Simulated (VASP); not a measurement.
Set up this calculation in VASP 6.6.1, as the native input.

```yaml
Task: single point
Functional: PBE
Potentials_or_basis: VASP PAW PBE potentials, release 64 (Zr_sv)
Cutoff: 520 eV
k_mesh: 9 × 9 × 5
Occupations: fermi-dirac, width 0.05 eV
Spin: no spin polarisation
Dipole_correction: no
Further_INCAR_settings: ALGO = Normal; EDIFF = 1e-06; NBANDS = 19
```

The structure of Zr lies in POSCAR:

```
Zr
1.0
    2.9674885508      0.0000000000      0.0000000000
   -1.4837442754      2.5699204704      0.0000000000
    0.0000000000      0.0000000000      4.8953036863
Zr
2
Direct
    0.6666666667      0.3333333333      0.7500000000
    0.3333333333      0.6666666667      0.2500000000
```

These files were run (other wordings do the same):

INCAR

```
PREC     = Accurate       # precision mode
ENCUT    = 520            # plane-wave cutoff, eV
EDIFF    = 1E-6           # SCF threshold, eV
ISMEAR   = -1             # smearing method
SIGMA    = 0.05           # smearing width, eV
LREAL    = False          # projectors in reciprocal space
LASPH    = True           # aspherical terms in the spheres
NELM     = 100            # most SCF steps
ALGO     = Normal         # electronic algorithm
ISIF     = 2              # what is computed and relaxed
LWAVE    = False          # write WAVECAR
LCHARG   = False          # write CHGCAR
GGA      = PE             # functional
NBANDS   = 19             # bands
```

KPOINTS

```
Automatic mesh
0
Gamma
  9 9 5
```

Potentials or basis: VASP PAW PBE potentials, release 64 (Zr_sv).

Command:

```sh
$ cat potpaw_PBE.64/Zr_sv/POTCAR > POTCAR
$ mpirun -np 1 vasp_std > vasp.out
```

It gave:

```yaml
Pressure: 30.0 GPa
Band_gap_on_the_k_mesh: zero (bands 12 and 13 overlap by 1.10 eV)
```

Caveat: the cell stands under pressure.

It took 10 s on 1 thread of Intel(R) Xeon(R) 6975P-C (Granite Rapids), with other jobs on the host, peak memory 0.15 GiB.
